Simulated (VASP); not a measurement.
A run of VASP 6.6.1:

INCAR

```
SYSTEM = SiC
PREC = Accurate
ENCUT = 520
EDIFF = 1E-6
ISMEAR = 0
SIGMA = 0.05
LREAL = .False.
LASPH = .True.
NELM = 80
ALGO = Normal
ISIF = 2
LWAVE = .False.
LCHARG = .True.
GGA = PE
LELF = .True.
LVHAR = .True.
NBANDS = 36
```

Contents of KPOINTS:

```
Automatic mesh
0
Gamma
  12 12 2
  0 0 0
```

The input POSCAR:

```
SiC
1.0
    3.1466230537      0.0000000000      0.0000000000
   -1.5733115268      2.7250555006      0.0000000000
    0.0000000000      0.0000000000     15.4399284710
Si C
6 6
Direct
    0.0000000000      0.0000000000      0.1250418274
    0.0000000000      0.0000000000      0.6250380904
    0.3333333333      0.6666666667      0.2918884748
    0.6666666667      0.3333333333      0.7917461130
    0.3333333333      0.6666666667      0.9583719294
    0.6666666667      0.3333333333      0.4582472204
    0.0000000000      0.0000000000      0.9967647584
    0.0000000000      0.0000000000      0.5026121274
    0.3333333333      0.6666666667      0.1695576612
    0.6666666667      0.3333333333      0.6641014118
    0.3333333333      0.6666666667      0.8361327995
    0.6666666667      0.3333333333      0.3304975861
```

Potentials or basis: VASP PAW PBE potentials, release 64 (Si, C).

Launch:

```bash
$ cat potpaw_PBE.64/Si/POTCAR potpaw_PBE.64/C/POTCAR > POTCAR
$ mpirun -np 1 vasp_std > vasp.out
```

Hardware: 1 thread of Oxide Virtual Turin-like Processor (shared host).

**Question.** How long does it take, and how much memory?

**Answer.** Run time: 3.8 min on 1 thread of Oxide Virtual Turin-like Processor, with other jobs on the host, peak memory 0.27 GiB. Counts: scf iterations 14, k points 38.
